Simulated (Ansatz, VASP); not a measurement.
## Two plane-wave programs on CdS

```
CELL_PARAMETERS angstrom
0.00000 2.91650 2.91650
2.91650 0.00000 2.91650
2.91650 2.91650 0.00000
ATOMIC_POSITIONS crystal
Cd 0.00000 0.00000 0.00000
S 0.25000 0.25000 0.25000
```

Alike in both runs: functional PBE; k mesh 8 × 8 × 8; occupations fermi-dirac, width 0.02 eV; no spin polarisation.

Ansatz relaxed the structure, and its values are those at the end. VASP's run is a single point on that final structure, the one shown.

|  | VASP | Ansatz |
| --- | --- | --- |
| version | VASP 6.6.1 | Ansatz 0.2.0 |
| potentials or method | VASP PAW PBE potentials, release 64 (Cd, S) | plane-wave PAW, scalar-relativistic |
| plane-wave cutoff (eV) | 500 | 420 |
| valence electrons in the cell | 18 | 26 |

```tsv
	VASP	Ansatz	Ansatz less VASP
gap on the k mesh at the Fermi level (eV)	1.15	1.15	-0.004
pressure (GPa)	3.2	2.8	-0.35
```

The functional is the same, so the differences come from potentials, cutoffs and numerics. VASP's potentials hold 18 valence electrons a cell and Ansatz's 26, so a difference there can come from the potentials and not from the codes. Ansatz's warnings: stress scf threshold loose.
